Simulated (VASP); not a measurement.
A run of VASP 6.6.1 is set up as follows.

POSCAR

```
WO
1.0
    2.7878950436      0.0000000000      0.0000000000
    0.0000000000      2.7878950436      0.0000000000
    0.0000000000      0.0000000000      2.7878950436
W O
1 1
Direct
    0.0000000000      0.0000000000      0.0000000000
    0.5000000000      0.5000000000      0.5000000000
```

The input INCAR.step1:

```
ALGO = Normal
EDIFF = 1E-4
ENCUT = 520
GGA = PE
ISMEAR = 0
ISPIN = 2
LASPH = T
LCHARG = F
LMAXMIX = 4
LREAL = F
LWAVE = T
MAGMOM = 2.5 0
NBANDS = 21
NELM = 150
PREC = Accurate
SIGMA = 0.1
```

File INCAR.step2:

```
ALGO = Normal
EDIFF = 1E-6
ENCUT = 520
ISIF = 2
ISMEAR = 0
ISPIN = 2
ISTART = 1
LASPH = T
LCHARG = T
LELF = T
LMAXMIX = 4
LMIXTAU = T
LORBIT = 11
LREAL = F
LVHAR = T
LWAVE = F
MAGMOM = 2.5 0
METAGGA = R2SCAN
NBANDS = 21
NELM = 150
PREC = Accurate
SIGMA = 0.1
```

KPOINTS

```
k-points
0
Gamma
  16 16 16
```

Potentials or basis: VASP PAW PBE potentials, release 64 (W_sv, O).

Run with:

```sh
$ cat potpaw_PBE.64/W_sv/POTCAR potpaw_PBE.64/O/POTCAR > POTCAR
$ cp INCAR.step1 INCAR
$ mpirun -np 1 vasp_std > vasp.out
$ cp INCAR.step2 INCAR
$ mpirun -np 1 vasp_std > vasp.out
```

(1) Predict the net moment.

(2) Predict the pressure.

(3) Predict the band gap on the k mesh.

Results:

(1) 0.00 μB per cell.

(2) 4.9 GPa.

(3) zero (filled and empty bands overlap).

Caveat: the cell stands under pressure; the PAW data sets were made with another functional, which shifts forces and pressure a little; spin-orbit coupling is left out, which moves the levels of the heavy elements.
